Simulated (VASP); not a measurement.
Input of a VASP 6.6.1 run:

File INCAR:

```
PREC = Accurate
ENCUT = 500
EDIFF = 1E-7
ISMEAR = 0
SIGMA = 0.2
LREAL = F
LASPH = T
NELM = 120
ALGO = Normal
ISIF = 3
LWAVE = F
LCHARG = F
GGA = PE
IBRION = 2
NSW = 36
EDIFFG = -0.08
GGA_COMPAT = F
NELMIN = 4
```

KPOINTS

```
Automatic mesh
0
Gamma
  4 4 4
```

POSCAR

```
AlH7
1.0
   -2.6153843500      2.6153843500      2.6153843500
    2.6153843500     -2.6153843500      2.6153843500
    2.6153843500      2.6153843500     -2.6153843500
Al H
1 7
Direct
    0.0000000000      0.0000000000      0.0000000000
    0.0000000000      0.5000000000      0.5000000000
    0.5000000000      0.5000000000      0.0000000000
    0.5000000000      0.0000000000      0.5000000000
    0.0000000000      0.0000000000      0.5000000000
    0.0000000000      0.5000000000      0.0000000000
    0.5000000000      0.0000000000      0.0000000000
    0.5000000000      0.5000000000      0.5000000000
```

Potentials or basis: VASP PAW PBE potentials, release 64 (Al, H).

Run with:

```sh
$ cat potpaw_PBE.64/Al/POTCAR potpaw_PBE.64/H/POTCAR > POTCAR
$ mpirun -np 1 vasp_std > vasp.out
```

**Question.** Predict the space group after relaxing (to 0.1 Å).

**Answer.** Im-3m (No. 229).

**Question.** What does it give for the band gap on the k mesh?

**Answer.** Zero (bands 5 and 6 overlap by 7.24 eV).

**Question.** Estimate the relaxed volume.

**Answer.** 4.92 Å³/atom.

Step by step:
```tsv
step	energy change (eV)	largest force (eV/Å)	pressure (GPa)	volume (Å³)
1	0.0000	0.0000	-20.16	71.56
2	-1.3902	0.0000	-19.82	60.53
3	-3.0139	0.0000	15.96	34.33
4	-3.1888	0.0000	-5.25	41.50
5	-3.2293	0.0000	-0.64	39.36
```

Caveat: the k points lie up to 0.52 Å⁻¹ apart in the final cell, too coarse for converged energies and pressures of a metal; the volume moved by over 15 % at a fixed basis, so the end points are rough.
